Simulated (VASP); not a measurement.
# TaN (P-6m2) in VASP: vibrations by perturbation theory with LDA

Aim: the vibrations by perturbation theory of TaN with LDA.

All numbers are computed with VASP 6.6.1; they aren't measurements. Logs are shortened: lines on timing, memory, paths and dates and some standing lists are left out, and cuts for length are marked.

## (1) The cell of the first run

The structure is hexagonal, space group P-6m2 (No. 187). The conventional cell has a = 2.938 Å, b = 2.938 Å, c = 2.883 Å, α = 90.00°, β = 90.00°, γ = 120.00°. Within 2.9 Å of Ta (site symmetry -6m2) lie 6 N at 2.23 Å and 2 Ta at 2.88 Å. N (site symmetry -6m2) has 6 Ta at 2.23 Å and 2 N at 2.88 Å within 2.9 Å.

## (2) Vibrations by perturbation theory, LDA

File INCAR:

```
PREC = Accurate
ENCUT = 600
EDIFF = 1E-8
ISMEAR = -1
SIGMA = 0.1
LREAL = F
LASPH = T
NELM = 120
ALGO = Normal
ISIF = 2
LWAVE = F
LCHARG = F
GGA = CA
IBRION = 8
NSW = 1
GGA_COMPAT = F
```

File KPOINTS:

```
Automatic mesh
0
Gamma
  12 12 10
```

File POSCAR:

```
TaN
1.0
    2.9380000000      0.0000000000      0.0000000000
   -1.4690000000      2.5443800000      0.0000000000
    0.0000000000      0.0000000000      2.8830000000
Ta N
1 1
Direct
    0.3333333333      0.6666666667      0.5000000000
    0.0000000000      0.0000000000      0.0000000000
```

Potentials or basis: VASP PAW LDA potentials, release 64 (Ta_pv, N).

Started as:

```console
cat potpaw_LDA.64/Ta_pv/POTCAR potpaw_LDA.64/N/POTCAR > POTCAR
mpirun -np 1 vasp_std > vasp.out
```

OUTCAR:

```text
PREC = Accurate
   ENCUT = 600
   EDIFF = 1E-8
   ISMEAR = -1
   LREAL = F
   LASPH = T
   NELM = 120
   ISIF = 2
   GGA = CA
   IBRION = 8
   NSW = 1

 ion  position               nearest neighbor table
   1  0.333  0.667  0.500-   2 2.23   2 2.23   2 2.23   2 2.23   2 2.23   2 2.23
   2  0.000  0.000  0.000-   1 2.23   1 2.23   1 2.23   1 2.23   1 2.23   1 2.23

  LATTYP: Found a hexagonal cell.
 ALAT       =     2.9380000000
 C/A-ratio  =     0.9812797822

  Lattice vectors:

 A1 = (   2.9380000000,   0.0000000000,   0.0000000000)
 A2 = (  -1.4690000000,   2.5443800000,   0.0000000000)
 A3 = (   0.0000000000,   0.0000000000,   2.8830000000)

Analysis of symmetry for initial positions (statically):
=====================================================================
 Subroutine PRICEL returns:
 Original cell was already a primitive cell.

 Routine SETGRP: Setting up the symmetry group for a
 hexagonal supercell.

 Subroutine GETGRP returns: Found 12 space group operations
 (whereof 12 operations were pure point group operations)
 out of a pool of 24 trial point group operations.

The static configuration has the point symmetry D_3h.

Analysis of symmetry for dynamics (positions and initial velocities):
=====================================================================
 Subroutine PRICEL returns:
 Original cell was already a primitive cell.

 Routine SETGRP: Setting up the symmetry group for a
 hexagonal supercell.

 Subroutine GETGRP returns: Found 12 space group operations
 (whereof 12 operations were pure point group operations)
 out of a pool of 24 trial point group operations.

The dynamic configuration has the point symmetry D_3h.

 Subroutine INISYM returns: Found 12 space group operations
 (whereof 12 operations are pure point group operations),
 and found     1 'primitive' translations

----------------------------------------------------------------------------------------

                                     Primitive cell

  volume of cell :      21.5515

  direct lattice vectors                    reciprocal lattice vectors
     2.938000000  0.000000000  0.000000000     0.340367597  0.196511527  0.000000000
    -1.469000000  2.544380000  0.000000000     0.000000000  0.393023055  0.000000000
     0.000000000  0.000000000  2.883000000     0.000000000  0.000000000  0.346860909

  length of vectors
     2.938000000  2.937997717  2.883000000     0.393022749  0.393023055  0.346860909

  position of ions in fractional coordinates (direct lattice)
     0.333333333  0.666666667  0.500000000
     0.000000000  0.000000000  0.000000000

  ion indices of the primitive-cell ions
   primitive index   ion index
                 1           1
                 2           2

----------------------------------------------------------------------------------------

 KPOINTS: Automatic mesh

Automatic generation of k-mesh.
 Grid dimensions read from file:
 generate k-points for:   12   12   10

 Generating k-lattice:

  Cartesian coordinates                     Fractional coordinates (reciprocal lattice)
     0.028363966  0.016375961  0.000000000     0.083333333  0.000000000  0.000000000
     0.000000000  0.032751921  0.000000000     0.000000000  0.083333333  0.000000000
     0.000000000  0.000000000  0.034686091     0.000000000  0.000000000  0.100000000

  Length of vectors
     0.032751896  0.032751921  0.034686091

  Shift w.r.t. Gamma in fractional coordinates (k-lattice)
     0.000000000  0.000000000  0.000000000

 Subroutine IBZKPT returns following result:
 ===========================================

 Found    114 irreducible k-points:

 Following reciprocal coordinates:
            Coordinates               Weight
  0.000000  0.000000  0.000000      1.000000
  0.083333  0.000000  0.000000      6.000000
  0.166667  0.000000  0.000000      6.000000
  0.250000  0.000000  0.000000      6.000000
  0.333333  0.000000  0.000000      6.000000
  0.416667  0.000000  0.000000      6.000000
[... 16 lines left out ...]
  0.250000  0.000000  0.100000     12.000000
  0.333333  0.000000  0.100000     12.000000
 [... further k-points ...]
   k-points           NKPTS =    114   k-points in BZ     NKDIM =    114   number of bands    NBANDS=     12
   number of dos      NEDOS =    301   number of ions     NIONS =      2
   total plane-waves  NPLWV =  13824
   dimension x,y,z NGX =    24 NGY =   24 NGZ =   24
   dimension x,y,z NGXF=    48 NGYF=   48 NGZF=   48
   ions per type =               1   1
   NGX,Y,Z   is equivalent  to a cutoff of  13.58, 13.58, 13.84 a.u.
   NGXF,Y,Z  is equivalent  to a cutoff of  27.16, 27.16, 27.68 a.u.
 SYSTEM =  unknown system
   PREC   = accura    normal or accurate (medium, high low for compatibility)
   ISTART =      0    job   : 0-new  1-cont  2-samecut
   ICHARG =      2    charge: 1-file 2-atom 10-const
   ISPIN  =      1    spin polarized calculation?
   LNONCOLLINEAR =      F non collinear calculations
   LSORBIT =      F    spin-orbit coupling
   LASPH  =      T    aspherical Exc in radial PAW
   ENCUT  =  600.0 eV  44.10 Ry    6.64 a.u.   5.87  5.87  5.76*2*pi/ulx,y,z
   NELM   =    120;   NELMIN=  2; NELMDL= -5     # of ELM steps
   EDIFF  = 0.1E-07   stopping-criterion for ELM
   LREAL  =      F    real-space projection
   EDIFFG = 0.1E-06   stopping-criterion for IOM
   NSW    =      1    number of steps for IOM
   IBRION =      8    ionic relax: 0-MD 1-quasi-New 2-CG
   NFREE  =      0    steps in history (QN), initial steepest desc. (CG)
   ISIF   =      2    stress and relaxation
   ISYM   =      2    0-nonsym 1-usesym 2-fastsym
   POTIM  = 0.5000    time-step for ionic-motion
   TEBEG  =    0.0;   TEEND  =   0.0 temperature during run
   PSTRESS=    0.0 pullay stress
   NELECT =      16.0000    total number of electrons
   NUPDOWN=      -1.0000    fix difference up-down
   EMIN   =  10.00;   EMAX   =-10.00  energy-range for DOS
   EFERMI =   0.00;   METHOD = LEGACY
   ISMEAR =    -1;   SIGMA  =   0.10  broadening in eV -4-tet -1-fermi 0-gaus
   EFERMI_NEDOS =   21; number of points for ismear=-14 and -15
   IALGO  =     38    algorithm
   IMIX   =      4    mixing-type and parameters
     AMIX     =   0.40;   BMIX     =  1.00
     AMIX_MAG =   1.60;   BMIX_MAG =  1.00
  volume/ion in A,a.u.               =      10.78        72.72
  Fermi-wavevector in a.u.,A,eV,Ry     =   1.482366  2.801265 29.897552  2.197408
  Thomas-Fermi vector in A             =   2.596161
   LORBIT       =      0    0 simple, 1 ext, 2 COOP (PROOUT), +10 PAW based schemes
   GGA     = CA    functional components
   LHFCALC =     F    Hartree Fock is set to
   AEXX    =    0.0000 exact exchange contribution
   IVDW    =     0    specifies the selected vdW correction
   LEPSILON=     F    determine dielectric tensor
   LRPA    =     F    only Hartree local field effects (RPA)
 non-spin polarized calculation
  energy-cutoff  :      600.00
  volume of cell :       21.55
 maximum number of plane-waves:       732
 NGX is ok and might be reduce to    24
   NGX = 11   NGY = 11   NGZ = 11

--------------------------------------- Ionic step        1  -------------------------------------------

 number of electron      16.0000002 magnetization

 Free energy of the ion-electron system (eV)
  ---------------------------------------------------
  ext. energy  EPLUGINS =         0.00000000
  ---------------------------------------------------
  free energy    TOTEN  =       -24.70272014 eV

  energy without entropy =      -24.69965442  energy(sigma->0) =      -24.70118728

 E-fermi :   8.1211     XC(G=0): -13.5825

 val. band max:        8.0746043854   @ k =   0.0000   0.0000   0.4000
 cond. band min:       8.2365673361   @ k =   0.0833   0.0000   0.5000
 fundamental gap:      0.1619629507
 Fermi energy:         8.1211372404

 k-point     1 :       0.0000    0.0000    0.0000
  band No.  band energies     occupation
      1     -26.5246      2.00000
      2     -26.2570      2.00000
      3     -26.2570      2.00000
      4      -9.4293      2.00000
      5       3.5636      2.00000
      6       3.5636      2.00000
      7       3.9098      2.00000
      8       5.2337      2.00000
      9      10.4738      0.00000
     10      11.6879      0.00000
     11      11.6879      0.00000
     12      12.0378      0.00000
[... 331 lines left out ...]
 k-point    24 :       0.3333    0.0000    0.1000
  band No.  band energies     occupation
      1     -27.0482      2.00000
      2     -26.5005      2.00000
      3     -26.4275      2.00000
      4      -7.6513      2.00000
      5       0.5984      2.00000
      6       3.1005      2.00000
      7       4.4855      2.00000
      8       5.4176      2.00000
      9      10.7691      0.00000
     10      11.0329      0.00000
     11      12.6632      0.00000
     12      13.0919      0.00000

 [... further k-points ...]

------------------------ aborting loop because EDIFF is reached ----------------------------------------

  FORCE on cell =-STRESS in cart. coord.  units (eV):
  Direction    XX          YY          ZZ          XY          YZ          ZX
  --------------------------------------------------------------------------------------
  -------------------------------------------------------------------------------------
  Total       -1.2614708     -1.2614682     -1.4549421      0.0000000      0.0000000      0.0000000
  in kB      -93.7798137    -93.7796194   -108.1627926      0.0000000      0.0000000      0.0000000
  external PRESSURE =     -98.5740752 kB  Pullay stress =       0.0000000 kB

 VOLUME and BASIS-vectors are now :
 -----------------------------------------------------------------------------
  energy-cutoff  :      600.00
  volume of cell :       21.55
      direct lattice vectors                 reciprocal lattice vectors
     2.938000000  0.000000000  0.000000000     0.340367597  0.196511527  0.000000000
    -1.469000000  2.544380000  0.000000000     0.000000000  0.393023055  0.000000000
     0.000000000  0.000000000  2.883000000     0.000000000  0.000000000  0.346860909

 POSITION                                       TOTAL-FORCE (eV/Angst)
 -----------------------------------------------------------------------------------
     -0.00000      1.69625      1.44150        -0.000000     -0.000000      0.000000
      0.00000      0.00000      0.00000         0.000000      0.000000      0.000000
 -----------------------------------------------------------------------------------
    total drift:                                0.000000     -0.000036     -0.000000

  FREE ENERGIE OF THE ION-ELECTRON SYSTEM (eV)
  ---------------------------------------------------
  free  energy   TOTEN  =       -24.7027201427 eV

  energy  without entropy=      -24.6996544176  energy(sigma->0) =      -24.70118728

[... ionic steps 2 to 3 ...]

--------------------------------------- Ionic step        4  -------------------------------------------

------------------------ aborting loop because EDIFF is reached ----------------------------------------
[... 11 lines left out ...]
[... ionic steps 8 to 8 ...]

--------------------------------------- Ionic step        9  -------------------------------------------

 Free energy of the ion-electron system (eV)
  ---------------------------------------------------
  ---------------------------------------------------
  free energy    TOTEN  =        -0.23041064 eV

  energy without entropy =       -0.23041064

------------------------ aborting loop because EDIFF is reached ----------------------------------------

 INTERNAL STRAIN TENSOR  FOR ION    2  DIRECTION 3   (eV/Angst):
 -----------------------------------------------------------------------------
     0.00166  0.00000  0.00000
     0.00000  0.00166  0.00000
     0.00000 -0.00000  0.01065

 INTERNAL STRAIN TENSOR FOR ION    2 for displacements in x,y,z  (eV/Angst):
          X           Y           Z          XY          YZ          ZX
  --------------------------------------------------------------------------------
  x    -0.00000    -0.00000     0.00000    -1.37909     0.00000     0.00000
  y    -1.37909     1.37909     0.00000    -0.00000     0.00000     0.00000
  z     0.00000     0.00000     0.00000     0.00000     0.00000     0.00000

 SECOND DERIVATIVES (NOT SYMMETRIZED)
 ------------------------------------
               1X          1Y          1Z          2X          2Y          2Z
  1X   -12.787632   -0.000000    0.000000   12.787632    0.000000    0.000000
  1Y    -0.000000  -12.787606    0.000000    0.000000   12.787606    0.000000
  1Z    -0.000000    0.000000  -13.479457    0.000000    0.000000   13.479457
  2X    12.785241    0.000000    0.000000  -12.785241   -0.000000    0.000000
  2Y    -0.000000   12.785215    0.000000    0.000000  -12.785215    0.000000
  2Z     0.000000   -0.000000   13.481829    0.000000    0.000000  -13.481829

 Eigenvectors and eigenvalues of the dynamical matrix
 ----------------------------------------------------

   1 f  =   15.923058 THz   100.047523 2PiTHz  531.136038 cm-1    65.852446 meV
             X         Y         Z           dx          dy          dz
     -0.000000  1.696253  1.441500     0.000000    0.000000   -0.267968
      0.000000  0.000000  0.000000     0.000000    0.000000    0.963428
[... 21 lines left out ...]
   6 f/i=    0.000374 THz     0.002352 2PiTHz    0.012489 cm-1     0.001548 meV
             X         Y         Z           dx          dy          dz
     -0.000000  1.696253  1.441500    -0.963316    0.013831    0.000000
      0.000000  0.000000  0.000000    -0.267986    0.003848    0.000000

--------------------------------------------------------------------------------------------------------

 ELASTIC MODULI CONTR FROM IONIC RELAXATION (kBar)
 Direction    XX          YY          ZZ          XY          YZ          ZX
 --------------------------------------------------------------------------------
 XX          -3.5820      3.5820      0.0000     -0.0000     -0.0000      0.0000
 YY           3.5820     -3.5820      0.0000      0.0000      0.0000      0.0000
 ZZ           0.0000      0.0000      0.0000      0.0000      0.0000      0.0000
 XY          -0.0000      0.0000      0.0000     -3.5820      0.0000      0.0000
 YZ          -0.0000      0.0000      0.0000      0.0000     -0.0000      0.0000
 ZX           0.0000      0.0000      0.0000      0.0000      0.0000      0.0000
 --------------------------------------------------------------------------------
```

It took 5.4 min on 1 thread of AMD EPYC 9R45 (Zen 5), shared host; peak memory 0.39 GiB.

Results:

```
Highest phonon frequency at Γ, LO-TO splitting left out : 531 cm⁻¹
```

Phonon frequencies in cm⁻¹ (negative: imaginary):
```
              q point        frequencies
(0.000, 0.000, 0.000)  0 0 0 517 517 531
```

Caveat: the cell wasn't relaxed at this level first, which shifts response properties; spin-orbit coupling is left out, which moves the levels of the heavy elements.
